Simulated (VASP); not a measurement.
Input of a VASP 6.6.1 run:

POSCAR

```
NaI
1.0
    0.0000000000      3.5431916338      3.5431916338
    3.5431916338      0.0000000000      3.5431916338
    3.5431916338      3.5431916338      0.0000000000
Na I
1 1
Direct
    0.0000000000      0.0000000000      0.0000000000
    0.2500000000      0.2500000000      0.2500000000
```

Contents of INCAR.step1:

```
PREC = Accurate ; ENCUT = 520
ISMEAR = 0 ; SIGMA = 0.01
LREAL = False ; LASPH = True
NELM = 100 ; NBANDS = 14
GGA = PE ; ALGO = Normal
EDIFF = 1E-4 ; LWAVE = True
LCHARG = False
```

File INCAR.step2:

```
PREC = Accurate ; ENCUT = 520
EDIFF = 1E-7 ; ISMEAR = 0
SIGMA = 0.01 ; LREAL = False
LASPH = True ; NELM = 100
ALGO = Normal ; ISIF = 2
LWAVE = False ; LCHARG = False
METAGGA = R2SCAN ; LMIXTAU = True
NBANDS = 14 ; ISTART = 1
```

File KPOINTS:

```
regular mesh
0
Gamma
  6 6 6
```

Potentials or basis: VASP PAW PBE potentials, release 64 (Na_pv, I).

The run is started by

```sh
$ cat potpaw_PBE.64/Na_pv/POTCAR potpaw_PBE.64/I/POTCAR > POTCAR
$ cp INCAR.step1 INCAR
$ mpirun -np 1 vasp_std > vasp.out
$ cp INCAR.step2 INCAR
$ mpirun -np 1 vasp_std > vasp.out
```

Question: What does it give for the band gap on the k mesh?

Answer: 4.42 eV, direct.

Question: What does it give for the pressure?

Answer: -0.1 GPa.

Caveat: the PAW data sets were made with another functional, which shifts forces and pressure a little; spin-orbit coupling is left out, which moves the levels of the heavy elements. r2SCAN opens gaps a little over a GGA but as a rule still falls short of measured ones.
